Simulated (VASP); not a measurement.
# La4ZrO (F-43m) in VASP: further runs

Runs on La4ZrO. Level: PBE. Tasks: single point, relaxation of cell and atoms.

Program: VASP 6.6.1. These are calculated values, not measurements. Logs are shortened: lines on timing, memory, paths and dates and some standing lists are left out, and cuts for length are marked.

**1. The cell of the first run**

It takes space group F-43m (No. 216, cubic). Conventional cell: a = 9.671 Å, b = 9.671 Å, c = 9.671 Å, α = 90.00°, β = 90.00°, γ = 90.00°. La (site symmetry 3m) has 1 O at 2.27 Å within 3.0 Å. Within 5.3 Å of Zr (site symmetry -43m) lie 12 La at 4.04 Å and 4 O at 4.19 Å. O (site symmetry -43m) has 4 La at 2.27 Å within 3.0 Å.

The cell was built from a structure type or drawn by symmetry, and may not be a known phase.

**2. Single point, PBE**

The input, INCAR:

```
SYSTEM = La4ZrO
PREC = Accurate ; ENCUT = 520
EDIFF = 1E-6 ; ISMEAR = 0
SIGMA = 0.1 ; LREAL = .False.
LASPH = .True. ; NELM = 60
ALGO = Normal ; ISIF = 2
LWAVE = .False. ; LCHARG = .False.
GGA = PE ; NBANDS = 40
```

The input, KPOINTS:

```
Automatic mesh
0
Gamma
  4 4 4
  0 0 0
```

The input, POSCAR:

```
La4ZrO
1.0
    0.0000000000      4.8356792101      4.8356792101
    4.8356792101      0.0000000000      4.8356792101
    4.8356792101      4.8356792101      0.0000000000
La Zr O
4 1 1
Direct
    0.6145137904      0.6145137904      0.6145137904
    0.6145137904      0.6145137904      0.1564586289
    0.6145137904      0.1564586289      0.6145137904
    0.1564586289      0.6145137904      0.6145137904
    0.0000000000      0.0000000000      0.0000000000
    0.7500000000      0.7500000000      0.7500000000
```

Potentials or basis: VASP PAW PBE potentials, release 64 (La, Zr_sv, O).

On the command line:

```bash
$ cat potpaw_PBE.64/La/POTCAR potpaw_PBE.64/Zr_sv/POTCAR potpaw_PBE.64/O/POTCAR > POTCAR
$ mpirun -np 1 vasp_std > vasp.out
```

OUTCAR:

```text
SYSTEM = La4ZrO
   PREC = Accurate
   ENCUT = 520
   EDIFF = 1E-6
   ISMEAR = 0
   LREAL = .False.
   LASPH = .True.
   NELM = 60
   ISIF = 2
   GGA = PE

 ion  position               nearest neighbor table
   1  0.615  0.615  0.615-   6 2.27   3 3.13   4 3.13   2 3.13
   2  0.615  0.615  0.156-   6 2.27   3 3.13   4 3.13   1 3.13
   3  0.615  0.156  0.615-   6 2.27   2 3.13   4 3.13   1 3.13
   4  0.156  0.615  0.615-   6 2.27   2 3.13   3 3.13   1 3.13
   5  0.000  0.000  0.000-
   6  0.750  0.750  0.750-   1 2.27   2 2.27   3 2.27   4 2.27

  LATTYP: Found a face centered cubic cell.
 ALAT       =     9.6713584202

  Lattice vectors:

 A1 = (   0.0000000000,   4.8356792101,   4.8356792101)
 A2 = (   4.8356792101,   0.0000000000,   4.8356792101)
 A3 = (   4.8356792101,   4.8356792101,   0.0000000000)

Analysis of symmetry for initial positions (statically):
=====================================================================
 Subroutine PRICEL returns:
 Original cell was already a primitive cell.

 Routine SETGRP: Setting up the symmetry group for a
 face centered cubic supercell.

 Subroutine GETGRP returns: Found 24 space group operations
 (whereof 24 operations were pure point group operations)
 out of a pool of 48 trial point group operations.

The static configuration has the point symmetry T_d .

Analysis of symmetry for dynamics (positions and initial velocities):
=====================================================================
 Subroutine PRICEL returns:
 Original cell was already a primitive cell.

 Routine SETGRP: Setting up the symmetry group for a
 face centered cubic supercell.

 Subroutine GETGRP returns: Found 24 space group operations
 (whereof 24 operations were pure point group operations)
 out of a pool of 48 trial point group operations.

The dynamic configuration has the point symmetry T_d .

 Subroutine INISYM returns: Found 24 space group operations
 (whereof 24 operations are pure point group operations),
 and found     1 'primitive' translations

----------------------------------------------------------------------------------------

                                     Primitive cell

  volume of cell :     226.1530

  direct lattice vectors                    reciprocal lattice vectors
     0.000000000  4.835679210  4.835679210    -0.103398091  0.103398091  0.103398091
     4.835679210  0.000000000  4.835679210     0.103398091 -0.103398091  0.103398091
     4.835679210  4.835679210  0.000000000     0.103398091  0.103398091 -0.103398091

  length of vectors
     6.838683122  6.838683122  6.838683122     0.179090747  0.179090747  0.179090747

  position of ions in fractional coordinates (direct lattice)
     0.614513790  0.614513790  0.614513790
     0.614513790  0.614513790  0.156458629
     0.614513790  0.156458629  0.614513790
     0.156458629  0.614513790  0.614513790
     0.000000000  0.000000000  0.000000000
     0.750000000  0.750000000  0.750000000

  ion indices of the primitive-cell ions
   primitive index   ion index
                 1           1
                 2           2
                 3           3
                 4           4
                 5           5
                 6           6

----------------------------------------------------------------------------------------

 KPOINTS: Automatic mesh

Automatic generation of k-mesh.
 Grid dimensions read from file:
 generate k-points for:    4    4    4

 Generating k-lattice:

  Cartesian coordinates                     Fractional coordinates (reciprocal lattice)
    -0.025849523  0.025849523  0.025849523     0.250000000  0.000000000  0.000000000
     0.025849523 -0.025849523  0.025849523     0.000000000  0.250000000  0.000000000
     0.025849523  0.025849523 -0.025849523     0.000000000  0.000000000  0.250000000

  Length of vectors
     0.044772687  0.044772687  0.044772687

  Shift w.r.t. Gamma in fractional coordinates (k-lattice)
     0.000000000  0.000000000  0.000000000

 Subroutine IBZKPT returns following result:
 ===========================================

 Found      8 irreducible k-points:

 Following reciprocal coordinates:
            Coordinates               Weight
  0.000000  0.000000  0.000000      1.000000
  0.250000  0.000000  0.000000      8.000000
  0.500000  0.000000  0.000000      4.000000
  0.250000  0.250000  0.000000      6.000000
  0.500000  0.250000  0.000000     24.000000
 -0.250000  0.250000  0.000000     12.000000
  0.500000  0.500000  0.000000      3.000000
 -0.250000  0.500000  0.250000      6.000000
   k-points           NKPTS =      8   k-points in BZ     NKDIM =      8   number of bands    NBANDS=     40
   number of dos      NEDOS =    301   number of ions     NIONS =      6
   total plane-waves  NPLWV = 157464
   dimension x,y,z NGX =    54 NGY =   54 NGZ =   54
   dimension x,y,z NGXF=   108 NGYF=  108 NGZF=  108
   ions per type =               4   1   1
   NGX,Y,Z   is equivalent  to a cutoff of  13.13, 13.13, 13.13 a.u.
   NGXF,Y,Z  is equivalent  to a cutoff of  26.25, 26.25, 26.25 a.u.
 SYSTEM =  La4ZrO
   PREC   = accura    normal or accurate (medium, high low for compatibility)
   ISTART =      0    job   : 0-new  1-cont  2-samecut
   ICHARG =      2    charge: 1-file 2-atom 10-const
   ISPIN  =      1    spin polarized calculation?
   LNONCOLLINEAR =      F non collinear calculations
   LSORBIT =      F    spin-orbit coupling
   LASPH  =      T    aspherical Exc in radial PAW
   ENCUT  =  520.0 eV  38.22 Ry    6.18 a.u.  12.72 12.72 12.72*2*pi/ulx,y,z
   NELM   =     60;   NELMIN=  2; NELMDL= -5     # of ELM steps
   EDIFF  = 0.1E-05   stopping-criterion for ELM
   LREAL  =      F    real-space projection
   EDIFFG = 0.1E-04   stopping-criterion for IOM
   NSW    =      0    number of steps for IOM
   IBRION =     -1    ionic relax: 0-MD 1-quasi-New 2-CG
   NFREE  =      0    steps in history (QN), initial steepest desc. (CG)
   ISIF   =      2    stress and relaxation
   ISYM   =      2    0-nonsym 1-usesym 2-fastsym
   POTIM  = 0.5000    time-step for ionic-motion
   TEBEG  =    0.0;   TEEND  =   0.0 temperature during run
   PSTRESS=    0.0 pullay stress
   NELECT =      62.0000    total number of electrons
   NUPDOWN=      -1.0000    fix difference up-down
   EMIN   =  10.00;   EMAX   =-10.00  energy-range for DOS
   EFERMI =   0.00;   METHOD = LEGACY
   ISMEAR =     0;   SIGMA  =   0.10  broadening in eV -4-tet -1-fermi 0-gaus
   EFERMI_NEDOS =   21; number of points for ismear=-14 and -15
   IALGO  =     38    algorithm
   IMIX   =      4    mixing-type and parameters
     AMIX     =   0.40;   BMIX     =  1.00
     AMIX_MAG =   1.60;   BMIX_MAG =  1.00
  volume/ion in A,a.u.               =      37.69       254.36
  Fermi-wavevector in a.u.,A,eV,Ry     =   1.063501  2.009726 15.388658  1.131034
  Thomas-Fermi vector in A             =   2.198988
   LORBIT       =      0    0 simple, 1 ext, 2 COOP (PROOUT), +10 PAW based schemes
   GGA     = PE    functional components
   LHFCALC =     F    Hartree Fock is set to
   AEXX    =    0.0000 exact exchange contribution
   IVDW    =     0    specifies the selected vdW correction
   LEPSILON=     F    determine dielectric tensor
   LRPA    =     F    only Hartree local field effects (RPA)
 non-spin polarized calculation
 Gauss-broadening in eV      SIGMA  =   0.10
  energy-cutoff  :      520.00
  volume of cell :      226.15
 maximum number of plane-waves:      6116
 NGX is ok and might be reduce to    54
   NGX = 25   NGY = 25   NGZ = 25

 number of electron      61.9999999 magnetization

 Free energy of the ion-electron system (eV)
  ---------------------------------------------------
  ext. energy  EPLUGINS =         0.00000000
  ---------------------------------------------------
  free energy    TOTEN  =       -31.52173120 eV

  energy without entropy =      -31.44407929  energy(sigma->0) =      -31.48290525

 E-fermi :   5.5684     XC(G=0):  -8.6046

 val. band max:        5.5407699981   @ k =  -0.2500   0.2500   0.0000
 cond. band min:       5.5755059397   @ k =  -0.2500   0.5000   0.2500
 fundamental gap:      0.0347359416
 Fermi energy:         5.5683955306

 k-point     1 :       0.0000    0.0000    0.0000
  band No.  band energies     occupation
      1     -44.2812      2.00000
      2     -27.5967      2.00000
      3     -27.0340      2.00000
      4     -27.0340      2.00000
      5     -27.0340      2.00000
      6     -22.2292      2.00000
[... 32 lines left out ...]
     39       6.6989      0.00000
     40       7.1694      0.00000

 k-point     2 :       0.2500    0.0000    0.0000
  band No.  band energies     occupation
      1     -44.2812      2.00000
      2     -27.5619      2.00000
      3     -27.0766      2.00000
      4     -27.0343      2.00000
      5     -27.0343      2.00000
      6     -22.2292      2.00000
[... 32 lines left out ...]
     39       6.5447      0.00000
     40       7.3416      0.00000

 k-point     3 :       0.5000    0.0000    0.0000
  band No.  band energies     occupation
      1     -44.2812      2.00000
      2     -27.5198      2.00000
      3     -27.1264      2.00000
      4     -27.0345      2.00000
      5     -27.0345      2.00000
      6     -22.2293      2.00000
[... 32 lines left out ...]
     39       6.3748      0.00000
     40       7.1114      0.00000

 k-point     4 :       0.2500    0.2500    0.0000
  band No.  band energies     occupation
      1     -44.2812      2.00000
      2     -27.5489      2.00000
      3     -27.0919      2.00000
      4     -27.0345      2.00000
      5     -27.0345      2.00000
      6     -22.2292      2.00000
[... 32 lines left out ...]
     39       6.4791      0.00000
     40       7.3364      0.00000

 k-point     5 :       0.5000    0.2500    0.0000
  band No.  band energies     occupation
      1     -44.2812      2.00000
      2     -27.5033      2.00000
      3     -27.1451      2.00000
      4     -27.0348      2.00000
      5     -27.0347      2.00000
      6     -22.2292      2.00000
[... 32 lines left out ...]
     39       6.5456      0.00000
     40       6.9078      0.00000

 k-point     6 :      -0.2500    0.2500    0.0000
  band No.  band energies     occupation
      1     -44.2812      2.00000
      2     -27.5198      2.00000
      3     -27.1261      2.00000
      4     -27.0348      2.00000
      5     -27.0345      2.00000
      6     -22.2292      2.00000
[... 32 lines left out ...]
     39       6.4703      0.00000
     40       6.9602      0.00000

 k-point     7 :       0.5000    0.5000    0.0000
  band No.  band energies     occupation
      1     -44.2812      2.00000
      2     -27.4848      2.00000
      3     -27.1660      2.00000
      4     -27.0350      2.00000
      5     -27.0350      2.00000
      6     -22.2291      2.00000
[... 32 lines left out ...]
     39       6.7651      0.00000
     40       6.9213      0.00000

 k-point     8 :      -0.2500    0.5000    0.2500
  band No.  band energies     occupation
      1     -44.2812      2.00000
      2     -27.4848      2.00000
      3     -27.1660      2.00000
      4     -27.0350      2.00000
      5     -27.0349      2.00000
      6     -22.2292      2.00000
[... 32 lines left out ...]
     39       6.6120      0.00000
     40       6.7711      0.00000

------------------------ aborting loop because EDIFF is reached ----------------------------------------

  FORCE on cell =-STRESS in cart. coord.  units (eV):
  Direction    XX          YY          ZZ          XY          YZ          ZX
  --------------------------------------------------------------------------------------
  -------------------------------------------------------------------------------------
  Total        0.0830357      0.0830357      0.0830357     -0.0000000      0.0000000      0.0000000
  in kB        0.5882648      0.5882648      0.5882648     -0.0000000      0.0000000      0.0000000
  external PRESSURE =       0.5882648 kB  Pullay stress =       0.0000000 kB

 VOLUME and BASIS-vectors are now :
 -----------------------------------------------------------------------------
  energy-cutoff  :      520.00
  volume of cell :      226.15
      direct lattice vectors                 reciprocal lattice vectors
     0.000000000  4.835679210  4.835679210    -0.103398091  0.103398091  0.103398091
     4.835679210  0.000000000  4.835679210     0.103398091 -0.103398091  0.103398091
     4.835679210  4.835679210  0.000000000     0.103398091  0.103398091 -0.103398091

 POSITION                                       TOTAL-FORCE (eV/Angst)
 -----------------------------------------------------------------------------------
      5.94318      5.94318      5.94318         0.032220      0.032220      0.032220
      3.72818      3.72818      5.94318        -0.032220     -0.032220      0.032220
      3.72818      5.94318      3.72818        -0.032220      0.032220     -0.032220
      5.94318      3.72818      3.72818         0.032220     -0.032220     -0.032220
      0.00000      0.00000      0.00000        -0.000000      0.000000      0.000000
      7.25352      7.25352      7.25352        -0.000000     -0.000000      0.000000
 -----------------------------------------------------------------------------------
    total drift:                               -0.000001     -0.000001     -0.000001

  FREE ENERGIE OF THE ION-ELECTRON SYSTEM (eV)
  ---------------------------------------------------
  free  energy   TOTEN  =       -31.5217311966 eV

  energy  without entropy=      -31.4440792946  energy(sigma->0) =      -31.48290525
```

Wall time 4.5 min (1 thread of AMD EPYC 7R13, shared host); peak memory 0.41 GiB.

What came out:

```yaml
Free_energy: -31.5217 eV
Pressure: 0.1 GPa
Largest_force: 0.056 eV/Å
Band_gap_on_the_k_mesh: zero (bands 31 and 32 overlap by 0.34 eV)
```

Forces in eV/Å, atoms in the order of the input:
```
La   0.032  0.032  0.032
La  -0.032 -0.032  0.032
La  -0.032  0.032 -0.032
La   0.032 -0.032 -0.032
Zr   0.000  0.000  0.000
O    0.000  0.000  0.000
```

Levels at points of the mesh, in eV from the Fermi level:
| k point | band 29 | band 30 | band 31 | band 32 | band 33 | band 34 |
| --- | --- | --- | --- | --- | --- | --- |
| (0.00, 0.00, 0.00) | -0.39 | -0.27 | -0.27 | -0.27 | -0.08 | -0.08 |
| (0.50, 0.00, 0.00) | -0.40 | -0.10 | -0.10 | 0.16 | 0.25 | 0.25 |
| (0.50, 0.50, 0.00) | -0.44 | -0.44 | 0.07 | 0.10 | 0.27 | 0.27 |

Caveat: spin-orbit coupling is left out, which moves the levels of the heavy elements.

(Continued in part 2 of 2.)
